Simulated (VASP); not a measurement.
# Ca (Fm-3m) in VASP: a series of runs, part 2 of 2

VASP 6.6.1. Earlier steps stand in the parts before.

## 3. Relaxation of cell and atoms, PBE, target pressure 2 GPa, at which the enthalpy is minimised

INCAR reads:

```
ALGO = Normal ; EDIFF = 1E-6
EDIFFG = -0.02 ; ENCUT = 600
GGA = PE ; IBRION = 2
ISIF = 3 ; ISMEAR = -1
LASPH = True ; LCHARG = False
LREAL = False ; LWAVE = False
NELM = 100 ; NSW = 80
PREC = Accurate ; PSTRESS = 20.0
SIGMA = 0.05
```

KPOINTS reads:

```
k-points
0
Gamma
  8 8 8
```

POSCAR reads:

```
Ca
1.0
    0.0000000000      2.7942000000      2.7942000000
    2.7942000000      0.0000000000      2.7942000000
    2.7942000000      2.7942000000      0.0000000000
Ca
1
Direct
    0.0000000000      0.0000000000      0.0000000000
```

Potentials or basis: VASP PAW PBE potentials, release 64 (Ca_sv).

Started as:

```console
$ cat potpaw_PBE.64/Ca_sv/POTCAR > POTCAR
$ mpirun -np 1 vasp_std > vasp.out
```

OUTCAR:

```text
EDIFF = 1E-6
   EDIFFG = -0.02
   ENCUT = 600
   GGA = PE
   IBRION = 2
   ISIF = 3
   ISMEAR = -1
   LASPH = True
   LREAL = False
   NELM = 100
   NSW = 80
   PREC = Accurate
   PSTRESS = 20.0

 ion  position               nearest neighbor table
   1  0.000  0.000  0.000-

  LATTYP: Found a face centered cubic cell.
 ALAT       =     5.5884000000

  Lattice vectors:

 A1 = (   0.0000000000,   2.7942000000,   2.7942000000)
 A2 = (   2.7942000000,   0.0000000000,   2.7942000000)
 A3 = (   2.7942000000,   2.7942000000,   0.0000000000)

Analysis of symmetry for initial positions (statically):
=====================================================================
 Subroutine PRICEL returns:
 Original cell was already a primitive cell.

 Routine SETGRP: Setting up the symmetry group for a
 face centered cubic supercell.

 Subroutine GETGRP returns: Found 48 space group operations
 (whereof 48 operations were pure point group operations)
 out of a pool of 48 trial point group operations.

The static configuration has the point symmetry O_h .

Analysis of symmetry for dynamics (positions and initial velocities):
=====================================================================
 Subroutine PRICEL returns:
 Original cell was already a primitive cell.

 Routine SETGRP: Setting up the symmetry group for a
 face centered cubic supercell.

 Subroutine GETGRP returns: Found 48 space group operations
 (whereof 48 operations were pure point group operations)
 out of a pool of 48 trial point group operations.

The dynamic configuration has the point symmetry O_h .

 Subroutine INISYM returns: Found 48 space group operations
 (whereof 48 operations are pure point group operations),
 and found     1 'primitive' translations

----------------------------------------------------------------------------------------

                                     Primitive cell

  volume of cell :      43.6317

  direct lattice vectors                    reciprocal lattice vectors
     0.000000000  2.794200000  2.794200000    -0.178942094  0.178942094  0.178942094
     2.794200000  0.000000000  2.794200000     0.178942094 -0.178942094  0.178942094
     2.794200000  2.794200000  0.000000000     0.178942094  0.178942094 -0.178942094

  length of vectors
     3.951595536  3.951595536  3.951595536     0.309936799  0.309936799  0.309936799

  position of ions in fractional coordinates (direct lattice)
     0.000000000  0.000000000  0.000000000

  ion indices of the primitive-cell ions
   primitive index   ion index
                 1           1

----------------------------------------------------------------------------------------

 KPOINTS: k-points

Automatic generation of k-mesh.
 Grid dimensions read from file:
 generate k-points for:    8    8    8

 Generating k-lattice:

  Cartesian coordinates                     Fractional coordinates (reciprocal lattice)
    -0.022367762  0.022367762  0.022367762     0.125000000  0.000000000  0.000000000
     0.022367762 -0.022367762  0.022367762     0.000000000  0.125000000  0.000000000
     0.022367762  0.022367762 -0.022367762     0.000000000  0.000000000  0.125000000

[... 40 lines left out ...]
   total plane-waves  NPLWV =  32768
   dimension x,y,z NGX =    32 NGY =   32 NGZ =   32
   dimension x,y,z NGXF=    64 NGYF=   64 NGZF=   64
   ions per type =               1
   NGX,Y,Z   is equivalent  to a cutoff of  13.46, 13.46, 13.46 a.u.
   NGXF,Y,Z  is equivalent  to a cutoff of  26.93, 26.93, 26.93 a.u.
 SYSTEM =  unknown system
   PREC   = accura    normal or accurate (medium, high low for compatibility)
   ISTART =      0    job   : 0-new  1-cont  2-samecut
   ICHARG =      2    charge: 1-file 2-atom 10-const
   ISPIN  =      1    spin polarized calculation?
   LNONCOLLINEAR =      F non collinear calculations
   LSORBIT =      F    spin-orbit coupling
   LASPH  =      T    aspherical Exc in radial PAW
   ENCUT  =  600.0 eV  44.10 Ry    6.64 a.u.   7.89  7.89  7.89*2*pi/ulx,y,z
   NELM   =    100;   NELMIN=  2; NELMDL= -5     # of ELM steps
   EDIFF  = 0.1E-05   stopping-criterion for ELM
   LREAL  =      F    real-space projection
   EDIFFG = -.2E-01   stopping-criterion for IOM
   NSW    =     80    number of steps for IOM
   IBRION =      2    ionic relax: 0-MD 1-quasi-New 2-CG
   NFREE  =      1    steps in history (QN), initial steepest desc. (CG)
   ISIF   =      3    stress and relaxation
   ISYM   =      2    0-nonsym 1-usesym 2-fastsym
   POTIM  = 0.5000    time-step for ionic-motion
   TEBEG  =    0.0;   TEEND  =   0.0 temperature during run
   PSTRESS=   20.0 pullay stress
   NELECT =      10.0000    total number of electrons
   NUPDOWN=      -1.0000    fix difference up-down
   EMIN   =  10.00;   EMAX   =-10.00  energy-range for DOS
   EFERMI =   0.00;   METHOD = LEGACY
   ISMEAR =    -1;   SIGMA  =   0.05  broadening in eV -4-tet -1-fermi 0-gaus
   EFERMI_NEDOS =   21; number of points for ismear=-14 and -15
   IALGO  =     38    algorithm
   IMIX   =      4    mixing-type and parameters
     AMIX     =   0.40;   BMIX     =  1.00
     AMIX_MAG =   1.60;   BMIX_MAG =  1.00
  volume/ion in A,a.u.               =      43.63       294.44
  Fermi-wavevector in a.u.,A,eV,Ry     =   1.001861  1.893242 13.656506  1.003725
  Thomas-Fermi vector in A             =   2.134310
   LORBIT       =      0    0 simple, 1 ext, 2 COOP (PROOUT), +10 PAW based schemes
   GGA     = PE    functional components
   LHFCALC =     F    Hartree Fock is set to
   AEXX    =    0.0000 exact exchange contribution
   IVDW    =     0    specifies the selected vdW correction
   LEPSILON=     F    determine dielectric tensor
   LRPA    =     F    only Hartree local field effects (RPA)
 conjugate gradient relaxation of ions
 non-spin polarized calculation
  energy-cutoff  :      600.00
  volume of cell :       43.63
 maximum number of plane-waves:      1475
   NGX = 15   NGY = 15   NGZ = 15

--------------------------------------- Ionic step        1  -------------------------------------------

 number of electron      10.0000001 magnetization

 Free energy of the ion-electron system (eV)
  ---------------------------------------------------
  ext. energy  EPLUGINS =         0.00000000
  ---------------------------------------------------
  free energy    TOTEN  =        -1.93273114 eV

  energy without entropy =       -1.92070154  energy(sigma->0) =       -1.92671634

------------------------ aborting loop because EDIFF is reached ----------------------------------------

  FORCE on cell =-STRESS in cart. coord.  units (eV):
  Direction    XX          YY          ZZ          XY          YZ          ZX
  --------------------------------------------------------------------------------------
  -------------------------------------------------------------------------------------
  Total       -0.1486011     -0.1486011     -0.1486011     -0.0000000      0.0000000     -0.0000000
  in kB       -5.4567001     -5.4567001     -5.4567001     -0.0000000      0.0000000     -0.0000000
  external PRESSURE =     -25.4567001 kB  Pullay stress =      20.0000000 kB
[... 61 lines left out ...]
--------------------------------------- Ionic step        3  -------------------------------------------

 number of electron      10.0000000 magnetization

 Free energy of the ion-electron system (eV)
  ---------------------------------------------------
  ext. energy  EPLUGINS =         0.00000000
  ---------------------------------------------------
  free energy    TOTEN  =        -1.91270207 eV

  energy without entropy =       -1.90210352  energy(sigma->0) =       -1.90740280

 E-fermi :   2.3202     XC(G=0):  -8.0385

 val. band max:        2.3095359839   @ k =  -0.3750   0.2500   0.1250
 cond. band min:       2.3299540125   @ k =  -0.3750   0.3750   0.0000
 fundamental gap:      0.0204180286
 Fermi energy:         2.3202364344

 k-point     1 :       0.0000    0.0000    0.0000
  band No.  band energies     occupation
      1     -39.4305      2.00000
      2     -20.3325      2.00000
      3     -20.3325      2.00000
      4     -20.3325      2.00000
      5      -1.8373      2.00000
      6       4.8271      0.00000
      7       4.8271      0.00000
      8       4.8271      0.00000
      9       6.0259      0.00000
[... 265 lines left out ...]
 k-point    24 :      -0.3750    0.2500    0.1250
  band No.  band energies     occupation
      1     -39.4056      2.00000
      2     -20.5018      2.00000
      3     -20.4102      2.00000
      4     -20.3754      2.00000
      5       2.0436      1.99212
      6       2.3095      1.10660
      7       3.9114      0.00000
      8       5.1655      0.00000
      9       6.6232      0.00000

 [... further k-points ...]

------------------------ aborting loop because EDIFF is reached ----------------------------------------

  FORCE on cell =-STRESS in cart. coord.  units (eV):
  Direction    XX          YY          ZZ          XY          YZ          ZX
  --------------------------------------------------------------------------------------
  -------------------------------------------------------------------------------------
  Total        0.4680810      0.4680810      0.4680810     -0.0000000     -0.0000000      0.0000000
  in kB       19.5695095     19.5695095     19.5695095     -0.0000000     -0.0000000      0.0000000
  external PRESSURE =      -0.4304905 kB  Pullay stress =      20.0000000 kB
[... 20 lines left out ...]
  energy  without entropy=       -1.9021035234  energy(sigma->0) =       -1.90740280

  enthalpy is  TOTEN    =        -1.4343241955 eV   P V=        0.4783778740

 reached required accuracy - stopping structural energy minimisation
```

CONTCAR:

```text
Ca
   1.00000000000000
    -0.0000000000000000    2.6759247216780748    2.6759247216780748
     2.6759247216780748    0.0000000000000000    2.6759247216780748
     2.6759247216780748    2.6759247216780748    0.0000000000000000
  Ca
     1
Direct
     0.0000000000000000    0.0000000000000000    0.0000000000000000

  0.00000000E+00  0.00000000E+00  0.00000000E+00
```

Run time: 51 s. Hardware: 1 thread of Intel Xeon 8259CL, shared host; peak memory 0.19 GiB.

What came out:

```
Free energy                                                : -1.9127 eV
Relaxed volume                                             : 38.32 Å³/atom
Relaxed cell                                               : a = 3.784 Å, b = 3.784 Å, c = 3.784 Å, α = 60.00°, β = 60.00°, γ = 60.00°
Space group after relaxing (to 0.1 Å)                      : Fm-3m (No. 225)
Energy change on relaxing (the run minimises the enthalpy) : +20.0 meV/atom
Ionic steps                                                : 3
Pressure after relaxing                                    : 2.0 GPa
Band gap on the k mesh                                     : zero (bands 5 and 6 overlap by 0.21 eV)
```

The path:
```csv
step,energy change (eV),largest force (eV/Å),pressure (GPa),volume (Å³)
1,0.0000,0.0000,-0.55,43.63
2,0.0090,0.0000,1.34,39.40
3,0.0200,0.0000,1.96,38.32
```

Final structure:
```xyz
1
Lattice="0.0000 2.6759 2.6759 2.6759 0.0000 2.6759 2.6759 2.6759 0.0000" Properties=species:S:1:pos:R:3 pbc="T T T"
Ca    0.0000    0.0000    0.0000
```

Levels at points of the mesh, in eV from the Fermi level:
```
           k point  band 1  band 2  band 3  band 4  band 5  band 6  band 7  band 8  band 9
(0.00, 0.00, 0.00)  -41.75  -22.65  -22.65  -22.65   -4.16    2.51    2.51    2.51    3.71
(0.50, 0.00, 0.00)  -41.73  -22.85  -22.68  -22.68   -0.99   -0.04    2.37    2.37    4.48
(0.50, 0.50, 0.00)  -41.72  -22.84  -22.72  -22.72   -0.52    0.56    1.20    4.47    4.68
```

Caveat: the cell is relaxed towards a set pressure, so the run minimises the enthalpy, not the energy.

The gap in the log of VASP goes by the Fermi energy; the results here count the filled bands.